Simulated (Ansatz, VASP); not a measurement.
**TiN: VASP beside Ansatz**

```xyz
2
Lattice="0.0000 2.0805 2.0805 2.0805 0.0000 2.0805 2.0805 2.0805 0.0000" Properties=species:S:1:pos:R:3 pbc="T T T"
Ti    0.0000    0.0000    0.0000
N     2.0805    2.0805    2.0805
```

Change from the starting cell: volume scaled by 0.94, PAW files.

Alike in both runs: task single point; functional PBE; k mesh 15 × 15 × 15; occupations fermi-dirac, width 0.1 eV; no spin polarisation.

```csv
,VASP,Ansatz
version,VASP 6.6.1,Ansatz 0.2.0
potentials or method,"VASP PAW PBE potentials, release 64 (Ti_sv, N)","PAW with Ansatz's default frozen-core files, scalar-relativistic"
plane-wave cutoff (eV),520,420
valence electrons in the cell,17,17
```

```tsv
	VASP	Ansatz	Ansatz less VASP
pressure (GPa)	20.0	19.5	-0.48
```
